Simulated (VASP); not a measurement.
# SrTiO3 (P4mm) in VASP: a series of runs

The runs below take SrTiO3 through single point, with PBEsol.

Everything below comes from runs of VASP 6.6.1. Logs are shortened: lines on timing, memory, paths and dates and some standing lists are left out, and cuts for length are marked.

### 1 The cell of the first run

It takes space group P4mm (No. 99, tetragonal). Conventional cell: a = 3.891 Å, b = 3.891 Å, c = 3.891 Å, α = 90.00°, β = 90.00°, γ = 90.00°. Sr (site symmetry 4mm) has 12 O at 2.75 Å and 8 Ti at 3.29 to 3.46 Å within 3.6 Å. Within 2.4 Å of Ti (site symmetry 4mm) lie 6 O at 1.79 to 2.10 Å. O (site symmetry 4mm) has 2 Ti at 1.79 to 2.10 Å within 2.4 Å. Within 2.6 Å of O (site symmetry 2mm) lie 2 Ti at 1.95 Å.

### 2 Single point, PBEsol (atoms displaced along several vibrational modes)

INCAR reads:

```
  ALGO = Normal
  EDIFF = 1E-6
  ENCUT = 520
  GGA = PS
  ISIF = 2
  ISMEAR = 0
  LASPH = True
  LCHARG = False
  LREAL = False
  LWAVE = False
  NBANDS = 28
  NELM = 80
  PREC = Accurate
  SIGMA = 0.05
```

KPOINTS reads:

```
k-points
0
Gamma
  8 8 8
```

POSCAR reads:

```
SrTiO3
1.0
    3.8913815400      0.0000000000      0.0000000000
    0.0000000000      3.8913815400      0.0000000000
    0.0000000000      0.0000000000      3.8913815400
Sr Ti O
1 1 3
Direct
   -0.0097719002      0.0000000000      0.0000000000
    0.5281065755      0.5000000000      0.5000000000
   -0.0106817991      0.5000000000      0.5000000000
    0.4900535831      0.0000000000      0.5000000000
    0.4900535831      0.5000000000      0.0000000000
```

Potentials or basis: VASP PAW PBE potentials, release 64 (Sr_sv, Ti_sv, O).

On the command line:

```sh
cat potpaw_PBE.64/Sr_sv/POTCAR potpaw_PBE.64/Ti_sv/POTCAR potpaw_PBE.64/O/POTCAR > POTCAR
mpirun -np 1 vasp_std > vasp.out
```

OUTCAR:

```text
EDIFF = 1E-6
   ENCUT = 520
   GGA = PS
   ISIF = 2
   ISMEAR = 0
   LASPH = True
   LREAL = False
   NELM = 80
   PREC = Accurate

 ion  position               nearest neighbor table
   1  0.990  0.000  0.000-   4 2.75   5 2.75   4 2.75   5 2.75   3 2.75   3 2.75   3 2.75   3 2.75
                             4 2.75   5 2.75   4 2.75   5 2.75   2 3.29   2 3.29   2 3.29   2 3.29
   2  0.528  0.500  0.500-   3 1.79   4 1.95   5 1.95   5 1.95   4 1.95   3 2.10   1 3.29   1 3.29
                             1 3.29   1 3.29   1 3.46   1 3.46   1 3.46   1 3.46
   3  0.989  0.500  0.500-   2 1.79   2 2.10   1 2.75   1 2.75   1 2.75   1 2.75
   4  0.490  0.000  0.500-   2 1.95   2 1.95   1 2.75   1 2.75   1 2.75   1 2.75
   5  0.490  0.500  0.000-   2 1.95   2 1.95   1 2.75   1 2.75   1 2.75   1 2.75

  LATTYP: Found a simple cubic cell.
 ALAT       =     3.8913815400

  Lattice vectors:

 A1 = (   3.8913815400,   0.0000000000,   0.0000000000)
 A2 = (   0.0000000000,   3.8913815400,   0.0000000000)
 A3 = (   0.0000000000,   0.0000000000,   3.8913815400)

Analysis of symmetry for initial positions (statically):
=====================================================================
 Subroutine PRICEL returns:
 Original cell was already a primitive cell.

 Routine SETGRP: Setting up the symmetry group for a
 simple cubic supercell.

 Subroutine GETGRP returns: Found  8 space group operations
 (whereof  8 operations were pure point group operations)
 out of a pool of 48 trial point group operations.

The static configuration has the point symmetry C_4v.

Analysis of symmetry for dynamics (positions and initial velocities):
=====================================================================
 Subroutine PRICEL returns:
 Original cell was already a primitive cell.

 Routine SETGRP: Setting up the symmetry group for a
 simple cubic supercell.

 Subroutine GETGRP returns: Found  8 space group operations
 (whereof  8 operations were pure point group operations)
 out of a pool of 48 trial point group operations.

The dynamic configuration has the point symmetry C_4v.

 Subroutine INISYM returns: Found  8 space group operations
 (whereof  8 operations are pure point group operations),
 and found     1 'primitive' translations

----------------------------------------------------------------------------------------

                                     Primitive cell

  volume of cell :      58.9266

  direct lattice vectors                    reciprocal lattice vectors
     3.891381540  0.000000000  0.000000000     0.256978143  0.000000000  0.000000000
     0.000000000  3.891381540  0.000000000     0.000000000  0.256978143  0.000000000
     0.000000000  0.000000000  3.891381540     0.000000000  0.000000000  0.256978143

  length of vectors
     3.891381540  3.891381540  3.891381540     0.256978143  0.256978143  0.256978143

  position of ions in fractional coordinates (direct lattice)
     0.990228100  0.000000000  0.000000000
     0.528106575  0.500000000  0.500000000
     0.989318201  0.500000000  0.500000000
     0.490053583  0.000000000  0.500000000
     0.490053583  0.500000000  0.000000000

  ion indices of the primitive-cell ions
   primitive index   ion index
                 1           1
                 2           2
                 3           3
                 4           4
                 5           5

----------------------------------------------------------------------------------------

 KPOINTS: k-points

Automatic generation of k-mesh.
 Grid dimensions read from file:
 generate k-points for:    8    8    8

 Generating k-lattice:

  Cartesian coordinates                     Fractional coordinates (reciprocal lattice)
     0.032122268  0.000000000  0.000000000     0.125000000  0.000000000  0.000000000
     0.000000000  0.032122268  0.000000000     0.000000000  0.125000000  0.000000000
     0.000000000  0.000000000  0.032122268     0.000000000  0.000000000  0.125000000

  Length of vectors
     0.032122268  0.032122268  0.032122268

  Shift w.r.t. Gamma in fractional coordinates (k-lattice)
     0.000000000  0.000000000  0.000000000

 Subroutine IBZKPT returns following result:
 ===========================================

 Found     75 irreducible k-points:

 Following reciprocal coordinates:
            Coordinates               Weight
  0.000000  0.000000  0.000000      1.000000
  0.125000  0.000000  0.000000      2.000000
  0.000000  0.125000  0.000000      4.000000
  0.250000  0.000000  0.000000      2.000000
  0.000000  0.250000  0.000000      4.000000
  0.375000  0.000000  0.000000      2.000000
[... 16 lines left out ...]
  0.375000  0.250000  0.000000      8.000000
  0.000000  0.375000  0.250000      8.000000
 [... further k-points ...]
   k-points           NKPTS =     75   k-points in BZ     NKDIM =     75   number of bands    NBANDS=     28
   number of dos      NEDOS =    301   number of ions     NIONS =      5
   total plane-waves  NPLWV =  27000
   dimension x,y,z NGX =    30 NGY =   30 NGZ =   30
   dimension x,y,z NGXF=    60 NGYF=   60 NGZF=   60
   ions per type =               1   1   3
   NGX,Y,Z   is equivalent  to a cutoff of  12.82, 12.82, 12.82 a.u.
   NGXF,Y,Z  is equivalent  to a cutoff of  25.63, 25.63, 25.63 a.u.
 SYSTEM =  unknown system
   PREC   = accura    normal or accurate (medium, high low for compatibility)
   ISTART =      0    job   : 0-new  1-cont  2-samecut
   ICHARG =      2    charge: 1-file 2-atom 10-const
   ISPIN  =      1    spin polarized calculation?
   LNONCOLLINEAR =      F non collinear calculations
   LSORBIT =      F    spin-orbit coupling
   LASPH  =      T    aspherical Exc in radial PAW
   ENCUT  =  520.0 eV  38.22 Ry    6.18 a.u.   7.24  7.24  7.24*2*pi/ulx,y,z
   NELM   =     80;   NELMIN=  2; NELMDL= -5     # of ELM steps
   EDIFF  = 0.1E-05   stopping-criterion for ELM
   LREAL  =      F    real-space projection
   EDIFFG = 0.1E-04   stopping-criterion for IOM
   NSW    =      0    number of steps for IOM
   IBRION =     -1    ionic relax: 0-MD 1-quasi-New 2-CG
   NFREE  =      0    steps in history (QN), initial steepest desc. (CG)
   ISIF   =      2    stress and relaxation
   ISYM   =      2    0-nonsym 1-usesym 2-fastsym
   POTIM  = 0.5000    time-step for ionic-motion
   TEBEG  =    0.0;   TEEND  =   0.0 temperature during run
   PSTRESS=    0.0 pullay stress
   NELECT =      40.0000    total number of electrons
   NUPDOWN=      -1.0000    fix difference up-down
   EMIN   =  10.00;   EMAX   =-10.00  energy-range for DOS
   EFERMI =   0.00;   METHOD = LEGACY
   ISMEAR =     0;   SIGMA  =   0.05  broadening in eV -4-tet -1-fermi 0-gaus
   EFERMI_NEDOS =   21; number of points for ismear=-14 and -15
   IALGO  =     38    algorithm
   IMIX   =      4    mixing-type and parameters
     AMIX     =   0.40;   BMIX     =  1.00
     AMIX_MAG =   1.60;   BMIX_MAG =  1.00
  volume/ion in A,a.u.               =      11.79        79.53
  Fermi-wavevector in a.u.,A,eV,Ry     =   1.438769  2.718879 28.164817  2.070056
  Thomas-Fermi vector in A             =   2.557699
   LORBIT       =      0    0 simple, 1 ext, 2 COOP (PROOUT), +10 PAW based schemes
   GGA     = PS    functional components
   LHFCALC =     F    Hartree Fock is set to
   AEXX    =    0.0000 exact exchange contribution
   IVDW    =     0    specifies the selected vdW correction
   LEPSILON=     F    determine dielectric tensor
   LRPA    =     F    only Hartree local field effects (RPA)
 non-spin polarized calculation
 Gauss-broadening in eV      SIGMA  =   0.05
  energy-cutoff  :      520.00
  volume of cell :       58.93
 maximum number of plane-waves:      1622
 NGX is ok and might be reduce to    30
   NGX = 15   NGY = 15   NGZ = 15

 number of electron      40.0000009 magnetization

 Free energy of the ion-electron system (eV)
  ---------------------------------------------------
  ext. energy  EPLUGINS =         0.00000000
  ---------------------------------------------------
  free energy    TOTEN  =       -41.96086273 eV

  energy without entropy =      -41.96086273  energy(sigma->0) =      -41.96086273

 E-fermi :   4.5142     XC(G=0): -11.5884

 val. band max:        4.1759547722   @ k =   0.5000   0.5000   0.5000
 cond. band min:       6.0271775419   @ k =   0.0000   0.0000   0.0000
 fundamental gap:      1.8512227697
 Fermi energy:         4.5142444696

 k-point     1 :       0.0000    0.0000    0.0000
  band No.  band energies     occupation
      1     -51.9008      2.00000
      2     -28.5380      2.00000
      3     -28.3515      2.00000
      4     -28.2668      2.00000
      5     -28.2668      2.00000
      6     -13.2870      2.00000
[... 20 lines left out ...]
     27       9.4114      0.00000
     28      10.1933      0.00000

 k-point     2 :       0.1250    0.0000    0.0000
  band No.  band energies     occupation
      1     -51.9006      2.00000
      2     -28.5469      2.00000
      3     -28.3503      2.00000
      4     -28.2663      2.00000
      5     -28.2663      2.00000
      6     -13.2777      2.00000
[... 20 lines left out ...]
     27       9.6900      0.00000
     28      10.6003      0.00000

 k-point     3 :       0.0000    0.1250    0.0000
  band No.  band energies     occupation
      1     -51.9006      2.00000
      2     -28.5423      2.00000
      3     -28.3525      2.00000
      4     -28.2685      2.00000
      5     -28.2663      2.00000
      6     -13.3028      2.00000
[... 20 lines left out ...]
     27       9.6837      0.00000
     28      10.5626      0.00000

 k-point     4 :       0.2500    0.0000    0.0000
  band No.  band energies     occupation
      1     -51.9000      2.00000
      2     -28.5693      2.00000
      3     -28.3463      2.00000
      4     -28.2651      2.00000
      5     -28.2651      2.00000
      6     -13.3193      2.00000
[... 578 lines left out ...]
     27      11.2550      0.00000
     28      11.9925      0.00000

 k-point    23 :       0.3750    0.2500    0.0000
  band No.  band energies     occupation
      1     -51.8985      2.00000
      2     -28.5576      2.00000
      3     -28.3753      2.00000
      4     -28.2921      2.00000
      5     -28.2624      2.00000
      6     -13.1343      2.00000
[... 20 lines left out ...]
     27      12.1036      0.00000
     28      12.5169      0.00000

 k-point    24 :       0.0000    0.3750    0.2500
  band No.  band energies     occupation
      1     -51.8985      2.00000
      2     -28.5386      2.00000
      3     -28.3522      2.00000
      4     -28.3110      2.00000
      5     -28.2845      2.00000
      6     -13.2269      2.00000
[... 20 lines left out ...]
     27      12.0735      0.00000
     28      12.4147      0.00000

 [... further k-points ...]

------------------------ aborting loop because EDIFF is reached ----------------------------------------

  FORCE on cell =-STRESS in cart. coord.  units (eV):
  Direction    XX          YY          ZZ          XY          YZ          ZX
  --------------------------------------------------------------------------------------
  -------------------------------------------------------------------------------------
  Total        1.8647206      0.3105093      0.3105093      0.0000000     -0.0000000      0.0000000
  in kB       50.7005777      8.4425511      8.4425511      0.0000000     -0.0000000      0.0000000
  external PRESSURE =      22.5285600 kB  Pullay stress =       0.0000000 kB

 VOLUME and BASIS-vectors are now :
 -----------------------------------------------------------------------------
  energy-cutoff  :      520.00
  volume of cell :       58.93
      direct lattice vectors                 reciprocal lattice vectors
     3.891381540  0.000000000  0.000000000     0.256978143  0.000000000  0.000000000
     0.000000000  3.891381540  0.000000000     0.000000000  0.256978143  0.000000000
     0.000000000  0.000000000  3.891381540     0.000000000  0.000000000  0.256978143

 POSITION                                       TOTAL-FORCE (eV/Angst)
 -----------------------------------------------------------------------------------
      3.85336      0.00000      0.00000         0.447549      0.000000     -0.000000
      2.05506      1.94569      1.94569        -1.100960      0.000000      0.000000
      3.84981      1.94569      1.94569         0.595348      0.000000     -0.000000
      1.90699      0.00000      1.94569         0.029031      0.000000     -0.000000
      1.90699      1.94569      0.00000         0.029031      0.000000      0.000000
 -----------------------------------------------------------------------------------
    total drift:                               -0.000165      0.000000      0.000001

  FREE ENERGIE OF THE ION-ELECTRON SYSTEM (eV)
  ---------------------------------------------------
  free  energy   TOTEN  =       -41.9608627293 eV

  energy  without entropy=      -41.9608627293  energy(sigma->0) =      -41.96086273
```

It took 3.6 min on 1 thread of Intel Xeon 8259CL, shared host; peak memory 0.26 GiB.

Results:

- Free energy: -41.9609 eV
- Pressure: 2.3 GPa
- Largest force: 1.101 eV/Å
- Band gap on the k mesh: 1.85 eV (least direct gap 2.43 eV)

Forces in eV/Å, atoms in the order of the input:
```
Sr   0.448  0.000  0.000
Ti  -1.101  0.000  0.000
O    0.595  0.000  0.000
O    0.029  0.000  0.000
O    0.029  0.000  0.000
```

Caveat: the cell differs from its parent crystal (atoms displaced along several vibrational modes); the PAW data sets were made with another functional, which shifts forces and pressure a little. A k mesh can miss the band edges.

### 3 Single point, PBEsol (atoms displaced along several vibrational modes)

INCAR reads:

```
SYSTEM = SrTiO3
  PREC = Accurate
  ENCUT = 520
  EDIFF = 1E-6
  ISMEAR = 0
  SIGMA = 0.05
  LREAL = .FALSE.
  LASPH = .TRUE.
  NELM = 80
  ALGO = Normal
  ISIF = 2
  LWAVE = .FALSE.
  LCHARG = .FALSE.
  GGA = PS
  NBANDS = 28
```

KPOINTS reads:

```
regular mesh
0
G
  8 8 8
  0 0 0
```

POSCAR reads:

```
SrTiO3
1.0
    3.8913815400      0.0000000000      0.0000000000
    0.0000000000      3.8913815400      0.0000000000
    0.0000000000      0.0000000000      3.8913815400
Sr Ti O
1 1 3
Direct
   -0.0365524700      0.0000000000      0.0000000000
    0.5665248078      0.5000000000      0.5000000000
   -0.0029190056      0.5000000000      0.5000000000
    0.5020340526      0.0000000000      0.5000000000
    0.5020340526      0.5000000000      0.0000000000
```

Potentials or basis: VASP PAW PBE potentials, release 64 (Sr_sv, Ti_sv, O).

On the command line:

```sh
cat potpaw_PBE.64/Sr_sv/POTCAR potpaw_PBE.64/Ti_sv/POTCAR potpaw_PBE.64/O/POTCAR > POTCAR
mpirun -np 1 vasp_std > vasp.out
```

OUTCAR:

```text
SYSTEM = SrTiO3
   PREC = Accurate
   ENCUT = 520
   EDIFF = 1E-6
   ISMEAR = 0
   LREAL = .FALSE.
   LASPH = .TRUE.
   NELM = 80
   ISIF = 2
   GGA = PS

 ion  position               nearest neighbor table
   1  0.963  0.000  0.000-   4 2.65   5 2.65   4 2.65   5 2.65   3 2.75   3 2.75   3 2.75   3 2.75
                             4 2.86   5 2.86   4 2.86   5 2.86   2 3.16   2 3.16   2 3.16   2 3.16
   2  0.567  0.500  0.500-   3 1.68   4 1.96   5 1.96   5 1.96   4 1.96   3 2.22   1 3.16   1 3.16
                             1 3.16   1 3.16   1 3.62   1 3.62   1 3.62   1 3.62
[... 952 lines left out ...]
  -------------------------------------------------------------------------------------
  Total        6.1451001      1.1590461      1.1590461      0.0000000      0.0000000      0.0000000
  in kB      167.0813989     31.5137329     31.5137329      0.0000000      0.0000000      0.0000000
  external PRESSURE =      76.7029549 kB  Pullay stress =       0.0000000 kB

 VOLUME and BASIS-vectors are now :
 -----------------------------------------------------------------------------
  energy-cutoff  :      520.00
  volume of cell :       58.93
      direct lattice vectors                 reciprocal lattice vectors
     3.891381540  0.000000000  0.000000000     0.256978143  0.000000000  0.000000000
     0.000000000  3.891381540  0.000000000     0.000000000  0.256978143  0.000000000
     0.000000000  0.000000000  3.891381540     0.000000000  0.000000000  0.256978143

 POSITION                                       TOTAL-FORCE (eV/Angst)
 -----------------------------------------------------------------------------------
      3.74914      0.00000      0.00000         1.248166      0.000000     -0.000000
      2.20456      1.94569      1.94569        -4.644543      0.000000     -0.000000
      3.88002      1.94569      1.94569         2.972662      0.000000     -0.000000
      1.95361      0.00000      1.94569         0.211858     -0.000000      0.000000
      1.95361      1.94569      0.00000         0.211858      0.000000      0.000000
 -----------------------------------------------------------------------------------
    total drift:                                0.000266      0.000000      0.000001

  FREE ENERGIE OF THE ION-ELECTRON SYSTEM (eV)
  ---------------------------------------------------
  free  energy   TOTEN  =       -41.5328412952 eV

  energy  without entropy=      -41.5328412952  energy(sigma->0) =      -41.53284130
```

Wall time 3.3 min (1 thread of Intel Xeon 8259CL, shared host); peak memory 0.26 GiB.

What came out:

- Free energy: -41.5328 eV
- Pressure: 7.7 GPa
- Largest force: 4.645 eV/Å
- Band gap on the k mesh: 1.86 eV (least direct gap 2.54 eV)

Forces in eV/Å, atoms in the order of the input:
```
Sr   1.248  0.000  0.000
Ti  -4.645  0.000  0.000
O    2.973  0.000  0.000
O    0.212  0.000  0.000
O    0.212  0.000  0.000
```

Stress tensor (GPa, compression positive):
```
16.71  0.00  0.00
 0.00  3.15  0.00
 0.00  0.00  3.15
```

Caveat: the cell differs from its parent crystal (atoms displaced along several vibrational modes); the stress differs along the axes, from 3 to 17 GPa; the PAW data sets were made with another functional, which shifts forces and pressure a little. A k mesh can miss the band edges.
